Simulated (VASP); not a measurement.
# C10O in VASP: single point with PBE+D3(BJ)

Aim: the single point of C10O with PBE+D3(BJ).

All numbers are computed with VASP 6.6.1; they aren't measurements. Logs are shortened: lines on timing, memory, paths and dates and some standing lists are left out, and cuts for length are marked.

## (1) The cell of the first run

The cell holds a slab with vacuum, 11 atoms: a = 2.466 Å, b = 2.465 Å, c = 32.598 Å, α = 90.00°, β = 90.00°, γ = 120.01°.

## (2) Single point, PBE+D3(BJ)

Contents of INCAR:

```
ALGO = Normal ; DIPOL = 0.5 0.5 0.490
EDIFF = 1E-6 ; ENCUT = 520
GGA = PE ; IDIPOL = 3
ISIF = 2 ; ISMEAR = 0
IVDW = 12 ; LASPH = True
LCHARG = False ; LDIPOL = True
LREAL = False ; LWAVE = False
NBANDS = 34 ; NELM = 60
PREC = Accurate ; SIGMA = 0.1
```

Contents of KPOINTS:

```
k-points
0
Gamma
  12 12 1
```

Contents of POSCAR:

```
C10O
1.0
    2.4655379958      0.0000000000      0.0000000000
   -1.2327689979      2.1341461202      0.0000000000
    0.0000000000      0.0000000000     32.5979677131
C O
10 1
Direct
    0.0833101794      0.1666203587      0.2607524516
    0.4166898207      0.8333796413      0.2607524516
    0.5833101794      0.1666203587      0.3650391123
    0.9166898206      0.8333796413      0.3650391123
    0.0833101794      0.1666203587      0.4693232410
    0.4166898207      0.8333796413      0.4693232410
    0.5833101794      0.1666203587      0.5736099016
    0.9166898206      0.8333796413      0.5736099016
    0.0833101794      0.1666203587      0.6778940303
    0.4166898207      0.8333796413      0.6778940303
    0.0833101794      0.4166203587      0.7004835062
```

Potentials or basis: VASP PAW PBE potentials, release 64 (C, O).

Command:

```console
$ cat potpaw_PBE.64/C/POTCAR potpaw_PBE.64/O/POTCAR > POTCAR
$ mpirun -np 1 vasp_std > vasp.out
```

OUTCAR:

```text
EDIFF = 1E-6
   ENCUT = 520
   GGA = PE
   ISIF = 2
   ISMEAR = 0
   IVDW = 12
   LASPH = True
   LREAL = False
   NELM = 60
   PREC = Accurate
 IVDW          = 12

 ion  position               nearest neighbor table
   1  0.083  0.167  0.261-   2 1.42   2 1.42   2 1.42
   2  0.417  0.833  0.261-   1 1.42   1 1.42   1 1.42
   3  0.583  0.167  0.365-   4 1.42   4 1.42   4 1.42
   4  0.917  0.833  0.365-   3 1.42   3 1.42   3 1.42
   5  0.083  0.167  0.469-   6 1.42   6 1.42   6 1.42
   6  0.417  0.833  0.469-   5 1.42   5 1.42   5 1.42
   7  0.583  0.167  0.574-   8 1.42   8 1.42   8 1.42
   8  0.917  0.833  0.574-   7 1.42   7 1.42   7 1.42
   9  0.083  0.167  0.678-  11 0.96  10 1.42  10 1.42  10 1.42  11 1.99
  10  0.417  0.833  0.678-  11 1.20   9 1.42   9 1.42   9 1.42  11 1.72
  11  0.083  0.417  0.700-   9 0.96  10 1.20  10 1.72   9 1.99

 -----------------------------------------------------------------------------
|                                                                             |
|           W    W    AA    RRRRR   N    N  II  N    N   GGGG   !!!           |
|           W    W   A  A   R    R  NN   N  II  NN   N  G    G  !!!           |
|           W    W  A    A  R    R  N N  N  II  N N  N  G       !!!           |
|           W WW W  AAAAAA  RRRRR   N  N N  II  N  N N  G  GGG   !            |
|           WW  WW  A    A  R   R   N   NN  II  N   NN  G    G                |
|           W    W  A    A  R    R  N    N  II  N    N   GGGG   !!!           |
|                                                                             |
|     The distance between some ions is very small. Please check the          |
|     nearest-neighbor list in the OUTCAR file.                               |
|     I HOPE YOU KNOW WHAT YOU ARE DOING!                                     |
|                                                                             |
 -----------------------------------------------------------------------------

  Warning from LATTYP: Monoclinic adjustment (A1->A3, A2->A1, A3->A2)!
  LATTYP: Found a base centered orthorhombic cell.
 ALAT       =     2.4655379958
 B/A-ratio  =     1.7311808813
 C/A-ratio  =    13.2214420417

  Lattice vectors:

 A1 = (   1.2327689979,  -2.1341461202,   0.0000000000)
 A2 = (   1.2327689979,   2.1341461202,   0.0000000000)
 A3 = (   0.0000000000,   0.0000000000,  32.5979677131)

Analysis of symmetry for initial positions (statically):
=====================================================================
 Subroutine PRICEL returns:
 Original cell was already a primitive cell.

 Routine SETGRP: Setting up the symmetry group for a
 base centered orthorhombic supercell.

 Subroutine GETGRP returns: Found  1 space group operations
 (whereof  1 operations were pure point group operations)
 out of a pool of  8 trial point group operations.

The static configuration has the point symmetry C_1 .

Analysis of symmetry for dynamics (positions and initial velocities):
=====================================================================
 Subroutine PRICEL returns:
 Original cell was already a primitive cell.

 Routine SETGRP: Setting up the symmetry group for a
 base centered orthorhombic supercell.

 Subroutine GETGRP returns: Found  1 space group operations
 (whereof  1 operations were pure point group operations)
 out of a pool of  8 trial point group operations.

The dynamic configuration has the point symmetry C_1 .

 Subroutine INISYM returns: Found  1 space group operations
 (whereof  1 operations are pure point group operations),
 and found     1 'primitive' translations

----------------------------------------------------------------------------------------

                                     Primitive cell

  volume of cell :     171.5246

  direct lattice vectors                    reciprocal lattice vectors
     2.465537996  0.000000000  0.000000000     0.405590991  0.234285739  0.000000000
    -1.232768998  2.134146120  0.000000000     0.000000000  0.468571477  0.000000000
     0.000000000  0.000000000 32.597967713     0.000000000  0.000000000  0.030676759

  length of vectors
     2.465537996  2.464609313 32.597967713     0.468394982  0.468571477  0.030676759

[... 45 lines left out ...]
  Shift w.r.t. Gamma in fractional coordinates (k-lattice)
     0.000000000  0.000000000  0.000000000

 Subroutine IBZKPT returns following result:
 ===========================================

 Found     74 irreducible k-points:

 Following reciprocal coordinates:
            Coordinates               Weight
  0.000000  0.000000  0.000000      1.000000
  0.083333  0.000000  0.000000      2.000000
  0.083333 -0.083333  0.000000      2.000000
  0.166667 -0.000000  0.000000      2.000000
  0.166667 -0.166667  0.000000      2.000000
  0.250000  0.000000  0.000000      2.000000
[... 16 lines left out ...]
  0.416667  0.083333  0.000000      2.000000
  0.416667  0.500000  0.000000      2.000000
 [... further k-points ...]
   k-points           NKPTS =     74   k-points in BZ     NKDIM =     74   number of bands    NBANDS=     34
   number of dos      NEDOS =    301   number of ions     NIONS =     11
   total plane-waves  NPLWV =  81000
   dimension x,y,z NGX =    18 NGY =   18 NGZ =  250
   dimension x,y,z NGXF=    36 NGYF=   36 NGZF=  500
   ions per type =              10   1
   NGX,Y,Z   is equivalent  to a cutoff of  12.14, 12.14, 12.75 a.u.
   NGXF,Y,Z  is equivalent  to a cutoff of  24.27, 24.28, 25.50 a.u.
 SYSTEM =  unknown system
   PREC   = accura    normal or accurate (medium, high low for compatibility)
   ISTART =      0    job   : 0-new  1-cont  2-samecut
   ICHARG =      2    charge: 1-file 2-atom 10-const
   ISPIN  =      1    spin polarized calculation?
   LNONCOLLINEAR =      F non collinear calculations
   LSORBIT =      F    spin-orbit coupling
   LASPH  =      T    aspherical Exc in radial PAW
   ENCUT  =  520.0 eV  38.22 Ry    6.18 a.u.   4.58  4.58 60.61*2*pi/ulx,y,z
   NELM   =     60;   NELMIN=  2; NELMDL= -5     # of ELM steps
   EDIFF  = 0.1E-05   stopping-criterion for ELM
   LREAL  =      F    real-space projection
   EDIFFG = 0.1E-04   stopping-criterion for IOM
   NSW    =      0    number of steps for IOM
   IBRION =     -1    ionic relax: 0-MD 1-quasi-New 2-CG
   NFREE  =      0    steps in history (QN), initial steepest desc. (CG)
   ISIF   =      2    stress and relaxation
   ISYM   =      2    0-nonsym 1-usesym 2-fastsym
   POTIM  = 0.5000    time-step for ionic-motion
   TEBEG  =    0.0;   TEEND  =   0.0 temperature during run
   PSTRESS=    0.0 pullay stress
   NELECT =      46.0000    total number of electrons
   NUPDOWN=      -1.0000    fix difference up-down
   EMIN   =  10.00;   EMAX   =-10.00  energy-range for DOS
   EFERMI =   0.00;   METHOD = LEGACY
   ISMEAR =     0;   SIGMA  =   0.10  broadening in eV -4-tet -1-fermi 0-gaus
   EFERMI_NEDOS =   21; number of points for ismear=-14 and -15
   IALGO  =     38    algorithm
   IMIX   =      4    mixing-type and parameters
     AMIX     =   0.40;   BMIX     =  1.00
     AMIX_MAG =   1.60;   BMIX_MAG =  1.00
  volume/ion in A,a.u.               =      15.59       105.23
  Fermi-wavevector in a.u.,A,eV,Ry     =   1.055728  1.995036 15.164527  1.114561
  Thomas-Fermi vector in A             =   2.190937
   LORBIT       =      0    0 simple, 1 ext, 2 COOP (PROOUT), +10 PAW based schemes
   GGA     = PE    functional components
   LHFCALC =     F    Hartree Fock is set to
   AEXX    =    0.0000 exact exchange contribution
   IVDW    =    12    specifies the selected vdW correction
   LEPSILON=     F    determine dielectric tensor
   LRPA    =     F    only Hartree local field effects (RPA)
 non-spin polarized calculation
 Gauss-broadening in eV      SIGMA  =   0.10
  energy-cutoff  :      520.00
  volume of cell :      171.52
 maximum number of plane-waves:      4686
   NGX =  9   NGY =  9   NGZ =121

 dipolmoment           0.000000      0.000000      0.164189 electrons x Angstroem

 number of electron      45.9999993 magnetization

 dipolmoment           0.000000      0.000000     -0.021264 electrons x Angstroem

 Free energy of the ion-electron system (eV)
  ---------------------------------------------------
  ext. energy  EPLUGINS =         0.00000000
  ---------------------------------------------------
  free energy    TOTEN  =       -82.18555583 eV

  energy without entropy =      -82.18360151  energy(sigma->0) =      -82.18457867

 E-fermi :   1.0564     XC(G=0):  -5.8704

 val. band max:        1.0255341403   @ k =   0.0000   0.5000   0.0000
 cond. band min:       1.0913980170   @ k =   0.3333   0.3333   0.0000
 fundamental gap:      0.0658638766
 Fermi energy:         1.0563855861

 k-point     1 :       0.0000    0.0000    0.0000
  band No.  band energies     occupation
      1     -33.7799      2.00000
      2     -18.5875      2.00000
      3     -18.5251      2.00000
      4     -18.4424      2.00000
      5     -18.3628      2.00000
      6     -15.2893      2.00000
[... 877 lines left out ...]
     33       9.2230      0.00000
     34      10.1047      0.00000

 [... further k-points ...]

------------------------ aborting loop because EDIFF is reached ----------------------------------------

 vacuum level on the upper side and lower side of the slab       (xc-potential included)        -0.380         0.269

 Edisp (eV)   -1.48692

 E8    (eV) :    -0.4261

  FORCE on cell =-STRESS in cart. coord.  units (eV):
  Direction    XX          YY          ZZ          XY          YZ          ZX
  --------------------------------------------------------------------------------------
  -------------------------------------------------------------------------------------
  Total      17.23912    44.95160    50.01381    -5.65248    23.14047   -11.26741
  in kB     161.02723   419.88404   467.16911   -52.79873   216.15056  -105.24667
  external pressure =      349.36 kB  Pullay stress =        0.00 kB

 VOLUME and BASIS-vectors are now :
 -----------------------------------------------------------------------------
  energy-cutoff  :      520.00
  volume of cell :      171.52
      direct lattice vectors                 reciprocal lattice vectors
     2.465537996  0.000000000  0.000000000     0.405590991  0.234285739  0.000000000
    -1.232768998  2.134146120  0.000000000     0.000000000  0.468571477  0.000000000
     0.000000000  0.000000000 32.597967713     0.000000000  0.000000000  0.030676759

 POSITION                                       TOTAL-FORCE (eV/Angst)
 -----------------------------------------------------------------------------------
      0.00000      0.35559      8.50000        -0.000098      0.010560      0.001187
      0.00000      1.77855      8.50000         0.000109     -0.010527      0.001197
      1.23277      0.35559     11.89953        -0.000053      0.001930     -0.001025
      1.23277      1.77855     11.89953         0.000066     -0.001901     -0.001016
      0.00000      0.35559     15.29898        -0.000404      0.010763      0.004386
      0.00000      1.77855     15.29898         0.000307     -0.010709      0.004433
      1.23277      0.35559     18.69852        -0.005176      0.034815      0.005486
      1.23277      1.77855     18.69852        -0.001063     -0.033200      0.003646
      0.00000      0.35559     22.09797        14.596018    -34.276608    -52.072531
      0.00000      1.77855     22.09797         0.767386      2.806313    -16.260416
     -0.30819      0.88913     22.83434       -15.357091     31.468564     68.314653
 -----------------------------------------------------------------------------------
    total drift:                               -0.000089     -0.000166     -0.002962

  FREE ENERGIE OF THE ION-ELECTRON SYSTEM (eV)
  ---------------------------------------------------
  free  energy   TOTEN  =       -83.6724796606 eV

  energy  without entropy=      -83.6705253395  energy(sigma->0) =      -83.67150250

 vacuum level on the upper side and lower side of the slab         4.588         5.240
```

It took 13 min on 1 thread of Intel Xeon 6975P-C (Granite Rapids), shared host; peak memory 0.51 GiB.

Results:

```
Free energy                : -83.6725 eV
Largest force              : 76.766 eV/Å
Band gap on the k mesh     : 0.07 eV (least direct gap 0.13 eV)
Dispersion energy per atom : -0.135 eV
```

Forces in eV/Å, atoms in the order of the input:
```
C     0.000   0.011   0.001
C     0.000  -0.011   0.001
C     0.000   0.002  -0.001
C     0.000  -0.002  -0.001
C     0.000   0.011   0.004
C     0.000  -0.011   0.004
C    -0.005   0.035   0.005
C    -0.001  -0.033   0.004
C    14.596 -34.277 -52.073
C     0.767   2.806 -16.260
O   -15.357  31.469  68.315
```

Levels at points of the mesh, in eV from the valence-band top:
| k point | band 19 | band 20 | band 21 | band 22 | band 23 | band 24 | band 25 | band 26 | band 27 | band 28 |
| --- | --- | --- | --- | --- | --- | --- | --- | --- | --- | --- |
| (0.00, 0.00, 0.00) | -3.01 | -3.01 | -3.00 | -2.99 | -2.99 | 3.06 | 3.57 | 4.08 | 4.46 | 4.90 |
| (0.50, 0.00, 0.00) | -2.81 | -2.41 | -2.39 | -2.35 | -2.34 | 1.67 | 1.70 | 1.80 | 1.80 | 6.28 |
| (0.50, 0.50, 0.00) | -2.95 | -2.41 | -2.41 | -2.37 | -2.35 | 1.68 | 1.70 | 1.80 | 1.80 | 6.35 |
| (0.00, 0.50, 0.00) | -2.86 | -2.56 | -2.15 | -1.78 | 0.00 | 1.14 | 1.47 | 1.91 | 2.30 | 5.22 |

Caveat: atoms lie so close that the PAW spheres overlap strongly, which falsifies energies and pressures; semilocal functionals underestimate gaps, and a narrow one can read as zero.
